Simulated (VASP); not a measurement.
# CaGa15As16 (a cell with a defect) in VASP: single point with PBE

Aim: the single point of CaGa15As16 (a cell with a defect) with PBE.

All numbers are computed with VASP 6.6.1; they aren't measurements. Logs are shortened: lines on timing, memory, paths and dates and some standing lists are left out, and cuts for length are marked.

## (1) The cell of the first run

The cell holds a defect, 32 atoms: a = 9.952 Å, b = 9.952 Å, c = 9.952 Å, α = 109.47°, β = 109.47°, γ = 109.47°.

## (2) Single point, PBE

File INCAR:

```
SYSTEM = CaGa15As16
PREC = Accurate
ENCUT = 400
EDIFF = 1E-6
ISMEAR = 0
SIGMA = 0.05
LREAL = Auto
LASPH = .TRUE.
NELM = 120
ALGO = Normal
ISIF = 2
LWAVE = .FALSE.
LCHARG = .FALSE.
GGA = PE
NBANDS = 164
GGA_COMPAT = .FALSE.
```

File KPOINTS:

```
Automatic mesh
0
G
  3 3 3
  0 0 0
```

File POSCAR:

```
CaGa15As16
1.0
   -5.7459815093     -5.7459815093      5.7459815093
    5.7459815093      5.7459815093      5.7459815093
   -5.7459815093      5.7459815093     -5.7459815093
Ca Ga As
1 15 16
Direct
    0.2500000000      0.5000000000      0.2500000000
    0.5060752509      0.5000000000     -0.0010188569
    0.2500000000      0.7560752509     -0.0010188569
    0.7500000000      0.5000000000      0.7500000000
    0.5010188569      0.7510188569      0.7570941078
    0.2500000000      0.0000000000      0.7500000000
   -0.0010188569      0.5000000000      0.5060752509
    0.7570941078      0.7510188569      0.5010188569
    0.5010188569      0.0070941078      0.5010188569
    0.2500000000      0.2489811431      0.5060752509
   -0.0010188569      0.7560752509      0.2500000000
    0.7500000000      0.0000000000      0.2500000000
    0.5060752509      0.2489811431      0.2500000000
   -0.0060752509     -0.0070941078     -0.0060752509
    0.7429058922      0.2439247491     -0.0060752509
   -0.0060752509      0.2439247491      0.7429058922
   -0.0273956109      0.2226043891     -0.0273956109
    0.2500000000      0.2485981493      0.7542355776
   -0.0014018507      0.5000000000      0.7542355776
    0.5014018507      0.2556374283      0.5014018507
    0.2500000000      0.5000000000      0.5273956109
    0.0056374283      0.7514018507      0.5014018507
    0.7542355776      0.2485981493      0.2500000000
    0.5273956109      0.5000000000      0.2500000000
    0.2500000000      0.7773956109      0.2500000000
   -0.0014018507      0.0042355776      0.2500000000
    0.7542355776      0.5000000000     -0.0014018507
    0.5014018507      0.7514018507      0.0056374283
    0.2500000000      0.0042355776     -0.0014018507
    0.7457644224      0.7443625717      0.7457644224
    0.4943625717     -0.0042355776      0.7457644224
    0.7457644224     -0.0042355776      0.4943625717
```

Potentials or basis: VASP PAW PBE potentials, release 64 (Ca_sv, Ga_d, As).

On the command line:

```sh
cat potpaw_PBE.64/Ca_sv/POTCAR potpaw_PBE.64/Ga_d/POTCAR potpaw_PBE.64/As/POTCAR > POTCAR
mpirun -np 1 vasp_std > vasp.out
```

OUTCAR:

```text
SYSTEM = CaGa15As16
   PREC = Accurate
   ENCUT = 400
   EDIFF = 1E-6
   ISMEAR = 0
   LREAL = Auto
   LASPH = .TRUE.
   NELM = 120
   ISIF = 2
   GGA = PE

 ion  position               nearest neighbor table
   1  0.250  0.500  0.250-  17 2.76  21 2.76  24 2.76  25 2.76
   2  0.506  0.500  0.999-  24 2.44  27 2.47  18 2.50  28 2.50
   3  0.250  0.756  0.999-  25 2.44  29 2.47  28 2.50  19 2.50
   4  0.750  0.500  0.750-  19 2.46  20 2.46  27 2.46  30 2.46
   5  0.501  0.751  0.757-  21 2.44  28 2.47  30 2.50  31 2.50
   6  0.250  0.000  0.750-  18 2.46  22 2.46  29 2.46  31 2.46
[... 24 lines left out ...]
  31  0.494  0.996  0.746-   6 2.46  15 2.47   5 2.50   9 2.50
  32  0.746  0.996  0.494-  12 2.46  16 2.47   8 2.50   9 2.50

  LATTYP: Found a body centered cubic cell.
 ALAT       =    11.4919630186

  Lattice vectors:

 A1 = (  -5.7459815093,  -5.7459815093,   5.7459815093)
 A2 = (   5.7459815093,   5.7459815093,   5.7459815093)
 A3 = (  -5.7459815093,   5.7459815093,  -5.7459815093)

Analysis of symmetry for initial positions (statically):
=====================================================================
 Subroutine PRICEL returns:
 Original cell was already a primitive cell.

 Routine SETGRP: Setting up the symmetry group for a
 body centered cubic supercell.

 Subroutine GETGRP returns: Found 24 space group operations
 (whereof  2 operations were pure point group operations)
 out of a pool of 48 trial point group operations.

The static configuration has the point symmetry C_1h.
 The point group associated with its full space group is T_d .

Analysis of symmetry for dynamics (positions and initial velocities):
=====================================================================
 Subroutine PRICEL returns:
 Original cell was already a primitive cell.

 Routine SETGRP: Setting up the symmetry group for a
 body centered cubic supercell.

 Subroutine GETGRP returns: Found 24 space group operations
 (whereof  2 operations were pure point group operations)
 out of a pool of 48 trial point group operations.

The dynamic configuration has the point symmetry C_1h.
 The point group associated with its full space group is T_d .

 Subroutine INISYM returns: Found 24 space group operations
 (whereof  2 operations are pure point group operations),
 and found     1 'primitive' translations

[... 139 lines left out ...]
   ISIF   =      2    stress and relaxation
   ISYM   =      2    0-nonsym 1-usesym 2-fastsym
   POTIM  = 0.5000    time-step for ionic-motion
   TEBEG  =    0.0;   TEEND  =   0.0 temperature during run
   PSTRESS=    0.0 pullay stress
   NELECT =     285.0000    total number of electrons
   NUPDOWN=      -1.0000    fix difference up-down
   EMIN   =  10.00;   EMAX   =-10.00  energy-range for DOS
   EFERMI =   0.00;   METHOD = LEGACY
   ISMEAR =     0;   SIGMA  =   0.05  broadening in eV -4-tet -1-fermi 0-gaus
   EFERMI_NEDOS =   21; number of points for ismear=-14 and -15
   IALGO  =     38    algorithm
   IMIX   =      4    mixing-type and parameters
     AMIX     =   0.40;   BMIX     =  1.00
     AMIX_MAG =   1.60;   BMIX_MAG =  1.00
  volume/ion in A,a.u.               =      23.71       160.03
  Fermi-wavevector in a.u.,A,eV,Ry     =   1.181151  2.232052 18.981741  1.395119
  Thomas-Fermi vector in A             =   2.317430
   LORBIT       =      0    0 simple, 1 ext, 2 COOP (PROOUT), +10 PAW based schemes
   GGA     = PE    functional components
   LHFCALC =     F    Hartree Fock is set to
   AEXX    =    0.0000 exact exchange contribution
   IVDW    =     0    specifies the selected vdW correction
   LEPSILON=     F    determine dielectric tensor
   LRPA    =     F    only Hartree local field effects (RPA)
 non-spin polarized calculation
 Gauss-broadening in eV      SIGMA  =   0.05
  energy-cutoff  :      400.00
  volume of cell :      758.84
 maximum number of plane-waves:     13811
 NGX is ok and might be reduce to    70
   NGX = 33   NGY = 33   NGZ = 33

 number of electron     284.9999728 magnetization

 Free energy of the ion-electron system (eV)
  ---------------------------------------------------
  ext. energy  EPLUGINS =         0.00000000
  ---------------------------------------------------
  free energy    TOTEN  =      -130.84662840 eV

  energy without entropy =     -130.84015370  energy(sigma->0) =     -130.84339105

 E-fermi :   3.4018     XC(G=0):  -9.3684

 val. band max:        3.1927636848   @ k =   0.3333   0.0000   0.0000
 cond. band min:       3.4425112196   @ k =   0.3333   0.0000   0.0000
 fundamental gap:      0.2497475348
 Fermi energy:         3.4018288459

 k-point     1 :       0.0000    0.0000    0.0000
  band No.  band energies     occupation
      1     -36.5931      2.00000
      2     -17.6855      2.00000
      3     -17.6855      2.00000
      4     -17.6855      2.00000
      5     -11.3461      2.00000
      6     -11.3461      2.00000
[... 617 lines left out ...]
    153       6.0883      0.00000
    154       6.3352      0.00000
 [bands above 154 left out]

------------------------ aborting loop because EDIFF is reached ----------------------------------------

  FORCE on cell =-STRESS in cart. coord.  units (eV):
  Direction    XX          YY          ZZ          XY          YZ          ZX
  --------------------------------------------------------------------------------------
  -------------------------------------------------------------------------------------
  Total        8.0019816      8.0019816      8.0019816      0.0000000     -0.0000000     -0.0000000
  in kB       16.8948939     16.8948939     16.8948939      0.0000000     -0.0000000     -0.0000000
  external PRESSURE =      16.8948939 kB  Pullay stress =       0.0000000 kB

 VOLUME and BASIS-vectors are now :
 -----------------------------------------------------------------------------
  energy-cutoff  :      400.00
  volume of cell :      758.84
      direct lattice vectors                 reciprocal lattice vectors
    -5.745981509 -5.745981509  5.745981509    -0.087017335  0.000000000  0.087017335
     5.745981509  5.745981509  5.745981509     0.000000000  0.087017335  0.087017335
    -5.745981509  5.745981509 -5.745981509    -0.087017335  0.087017335  0.000000000

 POSITION                                       TOTAL-FORCE (eV/Angst)
 -----------------------------------------------------------------------------------
      0.00000      2.87299      2.87299        -0.000000      0.000000      0.000000
     -5.77504      5.70522      0.04076        -0.012915     -0.017298      0.017298
     -2.83223      8.64803      0.04076         0.017298      0.012915      0.017298
     -5.74598      2.87299      2.87299        -0.000000      0.000000      0.000000
     -2.91375      5.78674      2.84394        -0.017298      0.017298     -0.012915
     -5.74598      2.87299     -2.87299        -0.000000      0.000000      0.000000
[... 24 lines left out ...]
     -1.40410      7.16619      4.27709        -0.021074      0.027552      0.021074
     -1.40410      4.27709      7.16619        -0.021074      0.021074      0.027552
 -----------------------------------------------------------------------------------
    total drift:                               -0.000008      0.000008     -0.000002

  FREE ENERGIE OF THE ION-ELECTRON SYSTEM (eV)
  ---------------------------------------------------
  free  energy   TOTEN  =      -130.8466284003 eV

  energy  without entropy=     -130.8401537005  energy(sigma->0) =     -130.84339105
```

stdout:

```text
POSCAR found type information on POSCAR CaGaAs
 POSCAR found :  3 types and      32 ions
 scaLAPACK will be used
 LDA part: xc-table for (Slater+PW92), standard interpolation
 POSCAR, INCAR and KPOINTS ok, starting setup
 FFT: planning ... GRIDC
 FFT: planning ... GRID_SOFT
 FFT: planning ... GRID
 WAVECAR not read
 entering main loop
```

Wall time 19 min (1 thread of Intel Xeon 6975P-C (Granite Rapids), shared host); peak memory 0.81 GiB.

What came out:

| Item | Value |
| --- | --- |
| Free energy | -130.8466 eV |
| Pressure | 1.7 GPa |
| Largest force | 0.050 eV/Å |
| Band gap on the k mesh | zero (an odd number of electrons rules out a gap without spin polarisation) |

Forces in eV/Å, atoms in the order of the input:
```
Ca   0.000  0.000  0.000
Ga  -0.013 -0.017  0.017
Ga   0.017  0.013  0.017
Ga   0.000  0.000  0.000
Ga  -0.017  0.017 -0.013
Ga   0.000  0.000  0.000
Ga  -0.013  0.017 -0.017
Ga  -0.017 -0.013  0.017
Ga   0.013  0.017  0.017
Ga  -0.017  0.013 -0.017
Ga   0.017  0.017  0.013
Ga   0.000  0.000  0.000
Ga  -0.017 -0.017  0.013
Ga   0.013 -0.017 -0.017
Ga   0.017 -0.013 -0.017
Ga   0.017 -0.017 -0.013
As  -0.029  0.029  0.029
As   0.021 -0.028  0.021
As   0.028 -0.021  0.021
As  -0.028 -0.021 -0.021
As   0.029 -0.029  0.029
As   0.021  0.028 -0.021
As   0.021  0.021 -0.028
As   0.029  0.029 -0.029
As  -0.029 -0.029 -0.029
As  -0.021 -0.021 -0.028
As   0.028  0.021 -0.021
As   0.021 -0.021  0.028
As  -0.021 -0.028 -0.021
As  -0.028  0.021  0.021
As  -0.021  0.028  0.021
As  -0.021  0.021  0.028
```

Levels at points of the mesh, in eV from the Fermi level:
| k point | band 140 | band 141 | band 142 | band 143 | band 144 | band 145 |
| --- | --- | --- | --- | --- | --- | --- |
| (0.00, 0.00, 0.00) | -0.59 | 0.12 | 0.12 | 0.12 | 0.42 | 1.61 |

Caveat: an odd number of electrons without spin polarisation forces a metal; a magnetic or distorted state may lie lower.

The gap in the log of VASP goes by the Fermi energy; the results here count the filled bands.